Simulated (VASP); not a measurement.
Input of a VASP 6.6.1 run:

File INCAR:

```
SYSTEM = ZnCd3Se2
ALGO     = Normal         ! electronic algorithm
EDIFF    = 1E-6           ! SCF threshold, eV
ENCUT    = 520            ! plane-wave cutoff, eV
GGA      = PE             ! functional
ISIF     = 2              ! what is computed and relaxed
ISMEAR   = 0              ! smearing method
LASPH    = .True.         ! aspherical terms in the spheres
LCHARG   = .False.        ! write CHGCAR
LREAL    = .False.        ! projectors in reciprocal space
LWAVE    = .False.        ! write WAVECAR
NBANDS   = 39             ! bands
NELM     = 100            ! most SCF steps
PREC     = Accurate       ! precision mode
SIGMA    = 0.1            ! smearing width, eV
```

File KPOINTS:

```
k-points
0
Gamma
  10 10 4
  0 0 0
```

POSCAR

```
ZnCd3Se2
1.0
    3.9973628205      0.0000000000      0.0000000000
    0.0000000000      3.9973628205      0.0000000000
    0.0000000000      0.0000000000      9.6451068301
Zn Cd Se
1 3 2
Direct
    0.0000000000      0.0000000000      0.0000000000
    0.5000000000      0.5000000000      0.1517130149
    0.5000000000      0.5000000000      0.5000000000
    0.5000000000      0.5000000000      0.8482869851
    0.0000000000      0.0000000000      0.2453949560
    0.0000000000      0.0000000000      0.7546050440
```

Potentials or basis: VASP PAW PBE potentials, release 64 (Zn, Cd, Se).

The run is started by

```console
$ cat potpaw_PBE.64/Zn/POTCAR potpaw_PBE.64/Cd/POTCAR potpaw_PBE.64/Se/POTCAR > POTCAR
$ mpirun -np 1 vasp_std > vasp.out
```

Task: Predict the pressure.

Result: 0.2 GPa.

Task: What does it give for the largest force?

Result: 0.046 eV/Å.

Task: Predict the band gap on the k mesh.

Result: Zero (bands 30 and 31 overlap by 0.78 eV).

Stress tensor (GPa, compression positive):
```
0.18 0.00 0.00
0.00 0.18 0.00
0.00 0.00 0.28
```

Caveat: semilocal functionals underestimate gaps, and a narrow one can read as zero.
